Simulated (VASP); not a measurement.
Set up this calculation in VASP 6.6.1, as the native input.

| Item | Value |
| --- | --- |
| Task | single point |
| Functional | PBEsol |
| Potentials or basis | VASP PAW PBE potentials, release 64 (B, N) |
| Cutoff | 520 eV |
| k mesh | 12 × 12 × 4 |
| Occupations | gaussian, width 0.05 eV |
| Spin | no spin polarisation |
| Dipole correction | no |
| Further INCAR settings | ALGO = Normal; EDIFF = 1e-06; NBANDS = 16 |

The structure of BN lies in POSCAR:

```
BN
1.0
    2.5043488457      0.0000000000      0.0000000000
   -1.2521744229      2.1688297203      0.0000000000
    0.0000000000      0.0000000000      7.0190956742
B N
2 2
Direct
    0.3444675157      0.6748174539      0.2500000000
    0.6778008490      0.3414841205      0.7500000000
    0.3333333333      0.6666666667      0.7500000000
    0.6666666667      0.3333333333      0.2500000000
```

This cell differs from its parent crystal: all B atoms moved +0.025 Å, as atom 1 along Cartesian [1 1 0].

These files were run (other wordings do the same):

INCAR

```
SYSTEM = BN
ALGO = Normal
EDIFF = 1E-6
ENCUT = 520
GGA = PS
ISIF = 2
ISMEAR = 0
LASPH = .True.
LCHARG = .False.
LREAL = .False.
LWAVE = .False.
NBANDS = 16
NELM = 60
PREC = Accurate
SIGMA = 0.05
```

KPOINTS

```
k-points
0
Gamma
  12 12 4
  0 0 0
```

Potentials or basis: VASP PAW PBE potentials, release 64 (B, N).

The run is started by

```sh
$ cat potpaw_PBE.64/B/POTCAR potpaw_PBE.64/N/POTCAR > POTCAR
$ mpirun -np 1 vasp_std > vasp.out
```

It gave:

```yaml
Pressure: 0.5 GPa
Largest_force: 1.069 eV/Å
Band_gap_on_the_k_mesh: 4.24 eV, indirect (least direct gap 4.60 eV)
```

Caveat: the cell differs from its parent crystal (all B atoms moved +0.025 Å, as atom 1 along Cartesian [1 1 0]); the PAW data sets were made with another functional, which shifts forces and pressure a little; this functional lacks dispersion, which binds the layers, so the pressure and a relaxed spacing across them are unreliable.

Wall time 110 s on 1 thread of Intel Xeon 6975P-C (shared host), peak memory 0.23 GiB.
